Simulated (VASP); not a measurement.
Hf2N, 6 atoms in the cell. The structure is tetragonal, space group P4_2/mnm (No. 136). The conventional cell has a = 5.454 Å, b = 5.454 Å, c = 3.324 Å, α = 90.00°, β = 90.00°, γ = 90.00°. Hf (site symmetry m2m) has 3 N at 2.28 to 2.29 Å within 3.0 Å. N (site symmetry mmm) has 6 Hf at 2.28 to 2.29 Å within 3.0 Å.  This cell differs from its parent crystal: equal strain along all axes, cell held: +3.0 %, then relaxed in part.

| Item | Value |
| --- | --- |
| Program | VASP 6.6.1 |
| Task | single point |
| Functional | PBEsol |
| Potentials or basis | VASP PAW PBE potentials, release 64 (Hf_pv, N) |
| Cutoff | 520 eV |
| k mesh | 8 × 8 × 12 |
| Occupations | gaussian, width 0.1 eV |
| Spin | no spin polarisation |
| Dipole correction | no |
| Further INCAR settings | ALGO = Normal; EDIFF = 1e-07; NBANDS = 34 |

Potentials or basis: VASP PAW PBE potentials, release 64 (Hf_pv, N).

Command:

```sh
$ cat potpaw_PBE.64/Hf_pv/POTCAR potpaw_PBE.64/N/POTCAR > POTCAR
$ mpirun -np 1 vasp_std > vasp.out
```

Hardware: 1 thread of Intel(R) Xeon(R) Platinum 8259CL CPU @ 2.50GHz (Skylake/Cascade Lake), with other jobs on the host.

Problem. Estimate the wall time of this run.

Solution. Wall time 10 min on 1 thread of Intel(R) Xeon(R) Platinum 8259CL CPU @ 2.50GHz (Skylake/Cascade Lake), with other jobs on the host, peak memory 0.41 GiB. Counts: scf iterations 16, k points 105.
